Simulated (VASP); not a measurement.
Write the native input for VASP 6.6.1 that does the following.

```yaml
Task: relaxation of cell and atoms
Functional: r2SCAN
Potentials_or_basis: VASP PAW PBE potentials, release 64 (B, N)
Cutoff: 600 eV
k_mesh: 12 × 12 × 12
Occupations: gaussian, width 0.02 eV
Spin: no spin polarisation
Dipole_correction: no
Further_INCAR_settings: ALGO = Normal; EDIFF = 1e-07; IBRION = 2; EDIFFG = -0.002; NSW = 100; ISIF = 3
```

The system is BN.

```xyz
2
Lattice="0.0000 1.8130 1.8130 1.8130 0.0000 1.8130 1.8130 1.8130 0.0000" Properties=species:S:1:pos:R:3 pbc="T T T"
B     0.0000    0.0000    0.0000
N     0.9065    0.9065    0.9065
```

One way to write it, as run:

POSCAR

```
BN
1.0
    0.0000000000      1.8130010000      1.8130010000
    1.8130010000      0.0000000000      1.8130010000
    1.8130010000      1.8130010000      0.0000000000
B N
1 1
Direct
    0.0000000000      0.0000000000      0.0000000000
    0.2500000000      0.2500000000      0.2500000000
```

INCAR.step1

```
SYSTEM = BN
ALGO     = Normal         ! electronic algorithm
EDIFF    = 1E-4           ! SCF threshold, eV
ENCUT    = 600            ! plane-wave cutoff, eV
GGA      = PE             ! functional
ISMEAR   = 0              ! smearing method
LASPH    = .True.         ! aspherical terms in the spheres
LCHARG   = .False.        ! write CHGCAR
LREAL    = .False.        ! projectors in reciprocal space
LWAVE    = .True.         ! write WAVECAR
NELM     = 100            ! most SCF steps
PREC     = Accurate       ! precision mode
SIGMA    = 0.02           ! smearing width, eV
```

INCAR.step2

```
SYSTEM = BN
ALGO     = Normal         ! electronic algorithm
EDIFF    = 1E-7           ! SCF threshold, eV
EDIFFG   = -0.002         ! ionic threshold
ENCUT    = 600            ! plane-wave cutoff, eV
IBRION   = 2              ! ionic algorithm
ISIF     = 3              ! what is computed and relaxed
ISMEAR   = 0              ! smearing method
ISTART   = 1            
LASPH    = .True.         ! aspherical terms in the spheres
LCHARG   = .False.        ! write CHGCAR
LMIXTAU  = .True.       
LREAL    = .False.        ! projectors in reciprocal space
LWAVE    = .False.        ! write WAVECAR
METAGGA  = R2SCAN         ! meta-GGA
NELM     = 100            ! most SCF steps
NSW      = 100            ! ionic steps
PREC     = Accurate       ! precision mode
SIGMA    = 0.02           ! smearing width, eV
```

KPOINTS

```
k-points
0
Gamma
  12 12 12
  0 0 0
```

Potentials or basis: VASP PAW PBE potentials, release 64 (B, N).

Command:

```bash
$ cat potpaw_PBE.64/B/POTCAR potpaw_PBE.64/N/POTCAR > POTCAR
$ cp INCAR.step1 INCAR
$ mpirun -np 1 vasp_std > vasp.out
$ cp INCAR.step2 INCAR
$ mpirun -np 1 vasp_std > vasp.out
```

It gave:

```json
{"Relaxed volume": "5.90 Å³/atom", "Relaxed cell": "a = 2.555 Å, b = 2.555 Å, c = 2.555 Å, α = 60.00°, β = 60.00°, γ = 60.00°", "Space group after relaxing (to 0.1 Å)": "F-43m (No. 216)", "Energy gained by relaxing": "0.8 meV/atom", "Ionic steps": "3", "Pressure after relaxing": "0.0 GPa", "Band gap on the k mesh": "4.98 eV (least direct gap 9.53 eV)"}
```

Caveat: the PAW data sets were made with another functional, which shifts forces and pressure a little.

It took 2 min on 1 thread of Intel Xeon 8259CL, with other jobs on the host, peak memory 0.13 GiB.
